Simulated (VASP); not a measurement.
TaN: single point with PBEsol

Crystal: TaN.

```
Ta N
1.0
     0.00000    2.18784    2.18784
     2.18784    0.00000    2.18784
     2.18784    2.18784    0.00000
Ta N
1 1
Direct
  0.50000 0.50000 0.50000
  0.00000 0.00000 0.00000
```

```yaml
Program: VASP 6.6.1
Task: single point
Functional: PBEsol
Potentials_or_basis: VASP PAW PBE potentials, release 64 (Ta_sv_GW, N)
Cutoff: 600 eV
k_mesh: 14 × 14 × 14
Occupations: gaussian, width 0.15 eV
Spin: no spin polarisation
Dipole_correction: no
Second_run: valence_matched
Further_INCAR_settings: ALGO = Normal; EDIFF = 1e-06; NBANDS = 16
```

| Item | Value |
| --- | --- |
| Pressure | 0.1 GPa |
| Band gap on the k mesh | zero (band 9 reaches 15.84 eV, above the bottom of band 10 at 11.71 eV) |

Levels at points of the mesh, in eV from the Fermi level:
| k point | band 6 | band 7 | band 8 | band 9 | band 10 | band 11 | band 12 | band 13 |
| --- | --- | --- | --- | --- | --- | --- | --- | --- |
| (0.00, 0.00, 0.00) | -3.82 | -3.82 | -3.82 | -2.15 | -2.15 | -2.15 | 0.05 | 0.05 |
| (0.50, 0.00, 0.00) | -10.50 | -7.68 | -7.68 | 1.97 | 1.97 | 2.07 | 3.83 | 7.73 |
| (0.50, 0.50, 0.00) | -6.64 | -5.58 | -4.63 | -4.63 | 2.16 | 3.67 | 3.67 | 4.74 |

Run time: 34 s on 1 thread of AMD EPYC 9R14 (Zen 4) (shared host), peak memory 0.17 GiB.

Caveat: the PAW data sets were made with another functional, which shifts forces and pressure a little; spin-orbit coupling is left out, which moves the levels of the heavy elements.
